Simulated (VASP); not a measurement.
Wanted: the native input for a VASP 6.6.1 run.

```
Task                   : electric field gradients
Functional             : PBE
Potentials or basis    : VASP PAW PBE potentials, release 64 (Rb_sv, Br)
Cutoff                 : 520 eV
k mesh                 : 9 × 9 × 9
Occupations            : fermi-dirac, width 0.05 eV
Spin                   : no spin polarisation
Dipole correction      : no
Further INCAR settings : ALGO = Normal; EDIFF = 1e-08; NBANDS = 15
```

The structure of RbBr (rocksalt type) lies in POSCAR:

```
RbBr
1.0
    0.0000000000      3.5076045653      3.5076045653
    3.5076045653      0.0000000000      3.5076045653
    3.5076045653      3.5076045653      0.0000000000
Rb Br
1 1
Direct
    0.0000000000      0.0000000000      0.0000000000
    0.5000000000      0.5000000000      0.5000000000
```

One way to write it, as run:

INCAR

```
PREC     = Accurate       # precision mode
ENCUT    = 520            # plane-wave cutoff, eV
EDIFF    = 1E-8           # SCF threshold, eV
ISMEAR   = -1             # smearing method
SIGMA    = 0.05           # smearing width, eV
LREAL    = False          # projectors in reciprocal space
LASPH    = True           # aspherical terms in the spheres
NELM     = 60             # most SCF steps
ALGO     = Normal         # electronic algorithm
ISIF     = 2              # what is computed and relaxed
LWAVE    = False          # write WAVECAR
LCHARG   = False          # write CHGCAR
GGA      = PE             # functional
LEFG     = True         
NBANDS   = 15             # bands
```

KPOINTS

```
regular mesh
0
Gamma
  9 9 9
```

Potentials or basis: VASP PAW PBE potentials, release 64 (Rb_sv, Br).

Launch:

```console
$ cat potpaw_PBE.64/Rb_sv/POTCAR potpaw_PBE.64/Br/POTCAR > POTCAR
$ mpirun -np 1 vasp_std > vasp.out
```

Results of the run:

| Property | Result |
| --- | --- |
| Pressure | 0.0 GPa |
| Band gap on the k mesh | 4.19 eV, direct |

Caveat: without QUAD_EFG the Cq values of the log hold for a quadrupole moment of 1 mb, not for the nuclei.

It took 56 s on 1 thread of Intel(R) Xeon(R) Platinum 8259CL CPU @ 2.50GHz (Skylake/Cascade Lake), on a shared host, peak memory 0.26 GiB.
